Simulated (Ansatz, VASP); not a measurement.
One calculation of ScPt, two programs

```
Sc Pt
1.0
     3.22999    0.00000    0.00000
     0.00000    3.22999    0.00000
     0.00000    0.00000    3.22999
Sc Pt
1 1
Direct
  0.50000 0.50000 0.50000
  0.00000 0.00000 0.00000
```

Alike in both runs: task single point; functional LDA; k mesh 12 × 12 × 12; occupations fermi-dirac, width 0.08 eV; no spin polarisation.

```csv
,VASP,Ansatz
version,VASP 6.6.1,Ansatz 0.2.0
potentials or method,"VASP PAW LDA potentials, release 64 (Sc_sv, Pt), cutoff 520 eV","all-electron LAPW, scalar-relativistic"
```

VASP gave:

```
pressure (GPa) : 0.7
```

Q: Estimate Ansatz's values.

A: Pressure (GPa): 0.1.

LDA's correlation is that of Perdew and Zunger in VASP and of Perdew and Wang (1992) in Ansatz. Ansatz ran all-electron here, and VASP with PAW potentials. Ansatz's warnings: optics on partly filled bands.

Spin-orbit coupling is off throughout.
